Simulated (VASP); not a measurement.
A run of VASP 6.6.1 is set up as follows.

Contents of INCAR:

```
SYSTEM = Cd
PREC = Accurate
ENCUT = 520
EDIFF = 1E-7
ISMEAR = 0
SIGMA = 0.15
LREAL = .FALSE.
LASPH = .TRUE.
NELM = 100
ALGO = Normal
ISIF = 2
LWAVE = .FALSE.
LCHARG = .TRUE.
GGA = PE
LELF = .TRUE.
LVHAR = .TRUE.
NBANDS = 12
```

KPOINTS

```
Automatic mesh
0
G
  18 18 18
  0 0 0
```

Contents of POSCAR:

```
Cd
1.0
    0.0027726872      2.2181497500      2.2181497500
    2.2209224372      0.0000000000      2.2209224372
    2.2181497500      2.2181497500      0.0027726872
Cd
1
Direct
    0.0000000000      0.0000000000      0.0000000000
```

Potentials or basis: VASP PAW PBE potentials, release 64 (Cd).

Run with:

```console
$ cat potpaw_PBE.64/Cd/POTCAR > POTCAR
$ mpirun -np 1 vasp_std > vasp.out
```

Estimate the band gap on the k mesh.

zero (band 6 reaches 4.38 eV, above the bottom of band 7 at 1.50 eV).

What does it give for the pressure?

2.5 GPa.

Caveat: the cell differs from its parent crystal (strain +0.0025 x Voigt [0, 0, 0, 0, 1, 0]).
